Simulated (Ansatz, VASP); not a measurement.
# Li7S in VASP and in Ansatz

```
Li S
1.0
     3.16335    1.82636    3.07653
    -3.16335    1.82636    3.07653
     0.00000   -3.65273    3.07653
Li S
7 1
Cartesian
  1.6332 -0.9429 6.3369
  0.0000 1.8858 6.3369
  -1.6332 -0.9429 6.3369
  1.3364 -0.7716 3.6600
  0.0000 1.5431 3.6600
  -1.3364 -0.7716 3.6600
  0.0000 0.0000 0.9674
  0.0000 0.0000 4.1415
```

Alike in both runs: task single point; functional PBE; k mesh 6 × 6 × 6; occupations gaussian, width 0.1 eV; no spin polarisation.

|  | VASP | Ansatz |
| --- | --- | --- |
| version | VASP 6.6.1 | Ansatz 0.2.0 |
| potentials or method | VASP PAW PBE potentials, release 64 (Li_sv, S), cutoff 520 eV | scalar-relativistic, plane waves, PAW |
| valence electrons in the cell | 27 | 27 |

VASP gave:

* gap on the k mesh at the Fermi level (eV): none
* rms of the force components (eV/Å): 3.847

Question: What did Ansatz give for the same quantities?

Answer: gap on the k mesh at the Fermi level (eV): none; rms of the force components (eV/Å): 3.767.

Atom by atom the forces differ by 0.083 eV/Å (rms over components). A gap of «none» marks a metal or a gap that the smearing closes. The functional is the same, so the differences come from potentials, cutoffs and numerics.

Noted on VASP's run: the cutoff is under 1.25 times that of the potentials, so the pressure is a little rough.
